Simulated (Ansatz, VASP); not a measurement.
# Two plane-wave programs on TaN

File INCAR:

```
SYSTEM = TaN
ALGO = Normal ; EDIFF = 1E-8
ENCUT = 520 ; ISIF = 2
ISMEAR = -1 ; ISPIN = 2
LASPH = .TRUE. ; LCHARG = .FALSE.
LEFG = .TRUE. ; LMAXMIX = 4
LORBIT = 11 ; LREAL = .FALSE.
LWAVE = .FALSE. ; MAGMOM = 2 0
NBANDS = 19 ; NELM = 150
PREC = Accurate ; SIGMA = 0.05
```

Contents of KPOINTS:

```
k-points
0
G
  18 18 16
  0 0 0
```

The input POSCAR:

```
TaN
1.0
    2.9379988584      0.0000000000      0.0000000000
   -1.4689994292      2.5443816477      0.0000000000
    0.0000000000      0.0000000000      2.8830000000
Ta N
1 1
Direct
    0.3333333333      0.6666666667      0.5000000000
    0.0000000000      0.0000000000      0.0000000000
```

Input for Ansatz:

```yaml
crystal:
  lattice:
    - [2.9379988584, 0.0, 0.0]
    - [-1.4689994292, 2.5443816477, 0.0]
    - [0.0, 0.0, 2.883]
  atoms:
    - { symbol: Ta, position: [0.3333333333, 0.6666666667, 0.5], spin: 2.0 }
    - { symbol: "N", position: [0.0, 0.0, 0.0] }
magnetization:
  spin_polarized: true
kpoints:
  mp_grid: { grid: [18, 18, 16] }
scf:
  occupations: { method: fermi_dirac, width: 0.05 }
hamiltonian:
  xc: lda
  pseudopotentials: { kind: paw }
output:
  forces: true
  stress: true
  populations: true
  efg:
    quadrupole_moments_barn: { Ta: 3.17, "N": 0.02044 }
    contact_densities: true
  write_density: true
  write_potential: true
  elf: true
  volumetric_format: npy
```

Alike in both runs: task electric field gradients; functional LDA; k mesh 18 × 18 × 16; occupations fermi-dirac, width 0.05 eV; collinear spin.

|  | VASP | Ansatz |
| --- | --- | --- |
| version | VASP 6.6.1 | Ansatz 0.2.0 |
| potentials or method | VASP PAW LDA potentials, release 64 (Ta_pv, N) | plane-wave PAW, scalar-relativistic |
| plane-wave cutoff (eV) | 520 | 420 |
| valence electrons in the cell | 16 | 18 |

```csv
,VASP,Ansatz,Ansatz less VASP
pressure (GPa),-9.8,-11.6,-1.77
"traceless stress, the component that is largest in VASP (GPa)",-0.87,-1.00,-0.134
net moment per atom (μB),0.00,0.00,0.000
size of Vzz on the site where it differs most (V/Å²),17.7,50.0,+32.34
```

LDA's correlation is that of Perdew and Zunger in VASP and of Perdew and Wang (1992) in Ansatz. VASP's potentials hold 16 valence electrons a cell and Ansatz's 18, so a difference there can come from the potentials and not from the codes. Ansatz's warnings: seeded moment not kept.

Spin-orbit coupling is off throughout.
